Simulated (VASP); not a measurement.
Crystal: Te4W.

```
CELL_PARAMETERS angstrom
5.40689 0.00000 0.00000
0.00000 5.40689 0.00000
0.00000 0.00000 5.40689
ATOMIC_POSITIONS crystal
Te 0.00000 0.00000 0.00000
Te 0.50000 0.50000 0.00000
Te 0.50000 0.00000 0.50000
Te 0.00000 0.50000 0.50000
W 0.50000 0.50000 0.50000
```

```yaml
Program: VASP 6.6.1
Task: relaxation of cell and atoms
Functional: PBE
Potentials_or_basis: VASP PAW PBE potentials, release 64 (Te, W_sv)
Cutoff: 600 eV
k_mesh: 8 × 8 × 8
Occupations: gaussian, width 0.1 eV
Spin: no spin polarisation
```

At the start: pressure -3.8 GPa; volume 31.61 Å³/atom.

Task: How do energy, volume and symmetry change on relaxing?

Result: Over 3 steps the energy falls by 25.0 meV/atom and the volume is 29.65 Å³/atom (-6.2 %); space group Pm-3m (No. 221, to 0.05 Å).

Step by step:
```csv
step,energy change (eV),largest force (eV/Å),pressure (GPa),volume (Å³)
1,0.0000,0.0000,-3.82,158.07
2,-0.0524,0.0000,3.60,141.46
3,-0.1248,0.0000,-0.02,148.26
```

Final structure:
```
Te W
1.0
     5.29263    0.00000    0.00000
     0.00000    5.29263    0.00000
     0.00000    0.00000    5.29263
Te W
4 1
Direct
  0.00000 0.00000 0.00000
  0.50000 0.50000 0.00000
  0.50000 0.00000 0.50000
  0.00000 0.50000 0.50000
  0.50000 0.50000 0.50000
```
